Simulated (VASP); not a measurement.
NaF, 2 atoms in the cell. The structure is tetragonal, space group I4/mmm (No. 139). Conventional cell: a = 3.233 Å, b = 3.233 Å, c = 4.800 Å, α = 90.00°, β = 90.00°, γ = 90.00°. Na (site symmetry 4/mmm) has 6 F at 2.29 to 2.40 Å within 3.0 Å. Within 3.0 Å of F (site symmetry 4/mmm) lie 6 Na at 2.29 to 2.40 Å.  This cell differs from its parent crystal: ratio of the length along z to the lengths across it x 1.05, volume and fractional coordinates fixed.

- Program: VASP 6.6.1
- Task: single point
- Functional: PBEsol
- Potentials or basis: VASP PAW PBE potentials, release 64 (Na_pv, F)
- Cutoff: 520 eV
- k mesh: 10 × 10 × 10
- Occupations: gaussian, width 0.05 eV
- Spin: no spin polarisation
- Dipole correction: no
- Further INCAR settings: ALGO = Normal; EDIFF = 1e-07; NBANDS = 14

Potentials or basis: VASP PAW PBE potentials, release 64 (Na_pv, F).

Launch:

```bash
$ cat potpaw_PBE.64/Na_pv/POTCAR potpaw_PBE.64/F/POTCAR > POTCAR
$ mpirun -np 1 vasp_std > vasp.out
```

Hardware: 1 thread of Intel(R) Xeon(R) 6975P-C (Granite Rapids), with other jobs on the host.

Problem. Estimate the wall time of this run.

Solution. It took 15 s on 1 thread of Intel(R) Xeon(R) 6975P-C (Granite Rapids) (shared host), peak memory 0.16 GiB. Counts: scf iterations 13, k points 102.
